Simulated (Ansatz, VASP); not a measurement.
## Two plane-wave programs on Ru

```
Ru
1.0
     2.67389    0.00000    0.00000
    -1.33694    2.31565    0.00000
     0.00000    0.00000   25.56600
Ru
6
Direct
  0.66667 0.33333 0.29336
  0.33333 0.66667 0.37602
  0.66667 0.33333 0.45867
  0.33333 0.66667 0.54133
  0.66667 0.33333 0.62398
  0.33333 0.66667 0.70664
```

Alike in both runs: task single point; functional LDA; k mesh 15 × 15 × 1; occupations gaussian, width 0.1 eV; no spin polarisation.

|  | VASP | Ansatz |
| --- | --- | --- |
| version | VASP 6.6.1 | Ansatz 0.2.0 |
| potentials or method | VASP PAW LDA potentials, release 64 (Ru_pv), cutoff 400 eV | scalar-relativistic, plane waves, PAW |
| valence electrons in the cell | 84 | 96 |

|  | VASP | Ansatz | Ansatz less VASP |
| --- | --- | --- | --- |
| gap on the k mesh at the Fermi level (eV) | none | none | - |
| rms of the force components (eV/Å) | 0.394 | 0.407 | +0.0127 |
| work function, face that differs most (eV) | 5.45 | 5.45 | 0.000 |

LDA's correlation is that of Perdew and Zunger in VASP and of Perdew and Wang (1992) in Ansatz. Atom by atom the forces differ by 0.017 eV/Å (rms over components). A gap of «none» marks a metal or a gap that the smearing closes. VASP's potentials hold 84 valence electrons a cell and Ansatz's 96, so a difference there can come from the potentials and not from the codes. Ansatz's warnings: xc potential rough in thin density.
